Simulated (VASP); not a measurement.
Input of a VASP 6.6.1 run:

POSCAR

```
LiCl
1.0
    0.0000000000      2.6063368823      2.6063368823
    2.6063368823      0.0000000000      2.6063368823
    2.6063368823      2.6063368823      0.0000000000
Li Cl
1 1
Direct
    0.0000000000      0.0000000000      0.0000000000
    0.5000000000      0.5000000000      0.5000000000
```

Contents of INCAR.step1:

```
SYSTEM = LiCl
  PREC = Accurate
  ENCUT = 520
  ISMEAR = 0
  SIGMA = 0.02
  LREAL = .FALSE.
  LASPH = .TRUE.
  NELM = 60
  NBANDS = 12
  GGA = PE
  ALGO = Normal
  EDIFF = 1E-4
  LWAVE = .TRUE.
  LCHARG = .FALSE.
```

The input INCAR.step2:

```
SYSTEM = LiCl
  PREC = Accurate
  ENCUT = 520
  EDIFF = 1E-7
  ISMEAR = 0
  SIGMA = 0.02
  LREAL = .FALSE.
  LASPH = .TRUE.
  NELM = 60
  ALGO = Normal
  ISIF = 2
  LWAVE = .FALSE.
  LCHARG = .TRUE.
  METAGGA = R2SCAN
  LMIXTAU = .TRUE.
  LELF = .TRUE.
  LVHAR = .TRUE.
  NBANDS = 12
  ISTART = 1
```

File KPOINTS:

```
regular mesh
0
G
  8 8 8
  0 0 0
```

Potentials or basis: VASP PAW PBE potentials, release 64 (Li_sv, Cl).

Run with:

```console
$ cat potpaw_PBE.64/Li_sv/POTCAR potpaw_PBE.64/Cl/POTCAR > POTCAR
$ cp INCAR.step1 INCAR
$ mpirun -np 1 vasp_std > vasp.out
$ cp INCAR.step2 INCAR
$ mpirun -np 1 vasp_std > vasp.out
```

Question: What does it give for the band gap on the k mesh?

Answer: 7.01 eV, direct.

 A k mesh can miss the band edges.
